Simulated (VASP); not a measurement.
Set up this calculation in VASP 6.6.1, as the native input.

| Item | Value |
| --- | --- |
| Task | single point |
| Functional | PBE |
| Potentials or basis | VASP PAW PBE potentials, release 64 (Na_pv, Eu, C) |
| Cutoff | 520 eV |
| k mesh | 6 × 6 × 2 |
| Occupations | gaussian, width 0.1 eV |
| Spin | collinear spin, ferromagnetic start |
| Starting moments | [0.0, 7.0, 0.0, 0.0, 0.0, 0.0] μB |
| Dipole correction | no |
| Further INCAR settings | ALGO = Normal; EDIFF = 1e-07; NBANDS = 33 |

The structure of NaEuC4 lies in POSCAR:

```
NaEuC4
1.0
    2.7087780712      0.0000000000      0.0000000000
   -1.3543890356      2.3458706228      0.0000000000
    0.0000000000      0.0000000000      9.6109046085
Na Eu C
1 1 4
Direct
    0.0000000000      0.0000000000      0.0000000000
    0.0000000000      0.0000000000      0.5000000000
    0.3333333333      0.6666666667      0.7423961750
    0.3333333333      0.6666666667      0.2576038250
    0.6666666667      0.3333333333      0.7423961750
    0.6666666667      0.3333333333      0.2576038250
```

The cell was generated, and may not be a known phase.

The input as run:

INCAR

```
SYSTEM = NaEuC4
PREC = Accurate
ENCUT = 520
EDIFF = 1E-7
ISMEAR = 0
SIGMA = 0.1
LREAL = .FALSE.
LASPH = .TRUE.
NELM = 150
ALGO = Normal
ISIF = 2
LWAVE = .FALSE.
LCHARG = .FALSE.
ISPIN = 2
MAGMOM = 0 7 0 0 0 0
LORBIT = 11
LMAXMIX = 6
GGA = PE
NBANDS = 33
```

KPOINTS

```
regular mesh
0
G
  6 6 2
  0 0 0
```

Potentials or basis: VASP PAW PBE potentials, release 64 (Na_pv, Eu, C).

Run with:

```console
$ cat potpaw_PBE.64/Na_pv/POTCAR potpaw_PBE.64/Eu/POTCAR potpaw_PBE.64/C/POTCAR > POTCAR
$ mpirun -np 1 vasp_std > vasp.out
```

It gave:

```yaml
Pressure: 0.4 GPa
Net_moment: 7.05 μB per cell
Site_moments: Na -0.00; Eu +6.74; C -0.00 μB
Valence_electrons_inside_the_program's_atomic_spheres: Na 6.14; Eu 15.44; C 2.40
```

Caveat: the k points lie up to 0.45 Å⁻¹ apart.

Wall time 77 s on 1 thread of Intel(R) Xeon(R) 6975P-C (Granite Rapids), with other jobs on the host, peak memory 0.23 GiB.
